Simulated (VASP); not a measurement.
Here is a VASP 6.6.1 calculation.

The input POSCAR:

```
Ir
1.0
    0.0000000000      1.9235065404      1.9235065404
    1.9235065404      0.0000000000      1.9235065404
    1.9235065404      1.9235065404      0.0000000000
Ir
1
Direct
    0.0000000000      0.0000000000      0.0000000000
```

The input INCAR.step1:

```
SYSTEM = Ir
  PREC = Accurate
  ENCUT = 520
  ISMEAR = -1
  SIGMA = 0.15
  LREAL = .False.
  LASPH = .True.
  NELM = 80
  NBANDS = 10
  GGA = PE
  ALGO = Normal
  EDIFF = 1E-4
  LWAVE = .True.
  LCHARG = .False.
```

INCAR.step2

```
SYSTEM = Ir
  PREC = Accurate
  ENCUT = 520
  EDIFF = 1E-7
  ISMEAR = -1
  SIGMA = 0.15
  LREAL = .False.
  LASPH = .True.
  NELM = 80
  ALGO = Normal
  ISIF = 2
  LWAVE = .False.
  LCHARG = .False.
  METAGGA = R2SCAN
  LMIXTAU = .True.
  NBANDS = 10
  ISTART = 1
```

File KPOINTS:

```
Automatic mesh
0
Gamma
  24 24 24
  0 0 0
```

Potentials or basis: VASP PAW PBE potentials, release 64 (Ir).

The run is started by

```bash
$ cat potpaw_PBE.64/Ir/POTCAR > POTCAR
$ cp INCAR.step1 INCAR
$ mpirun -np 1 vasp_std > vasp.out
$ cp INCAR.step2 INCAR
$ mpirun -np 1 vasp_std > vasp.out
```

Task: Estimate the pressure.

Result: 2.3 GPa.

Task: What does it give for the band gap on the k mesh?

Result: Zero (an odd number of electrons rules out a gap without spin polarisation).

Caveat: the PAW data sets were made with another functional, which shifts forces and pressure a little; spin-orbit coupling is left out, which moves the levels of the heavy elements.
